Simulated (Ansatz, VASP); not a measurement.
# CO2: VASP beside Ansatz

```
C O
1.0
     6.30619    0.00000    0.00000
     0.00000    6.30619    0.00000
     0.00000    0.00000    5.58981
C O
4 8
Direct
  0.00000 0.00000 0.00000
  0.50000 0.00000 0.50000
  0.50000 0.50000 0.00000
  0.00000 0.50000 0.50000
  0.11148 0.11148 0.11148
  0.38852 0.88852 0.61148
  0.61148 0.38852 0.88852
  0.88852 0.61148 0.38852
  0.88852 0.88852 0.88852
  0.61148 0.11148 0.38852
  0.38852 0.61148 0.11148
  0.11148 0.38852 0.61148
```

Alike in both runs: task single point; functional PBE; k mesh 4 × 4 × 4; occupations gaussian, width 0.05 eV; no spin polarisation.

```csv
,VASP,Ansatz
version,VASP 6.6.1,Ansatz 0.2.0
potentials or method,"VASP PAW PBE potentials, release 64 (C, O), cutoff 520 eV","scalar-relativistic, plane waves, PAW"
valence electrons in the cell,64,64
```

Ansatz gave:

- gap on the k mesh at the Fermi level (eV): 6.53
- least direct gap on the mesh (eV): 6.53
- pressure (GPa): -0.8
- traceless stress, the component that is largest in VASP (GPa): 0.37
- rms of the force components (eV/Å): 0.176

Question: What did VASP give for the same quantities?

Answer: gap on the k mesh at the Fermi level (eV): 6.51; least direct gap on the mesh (eV): 6.51; pressure (GPa): 0.4; traceless stress, the component that is largest in VASP (GPa): 0.17; rms of the force components (eV/Å): 0.117.

Atom by atom the forces differ by 0.293 eV/Å (rms over components). One of these differences is far larger than is usual between the two programs; its cause wasn't traced.

Noted on VASP's run: the standard files for N, O and F lose accuracy on very short bonds.
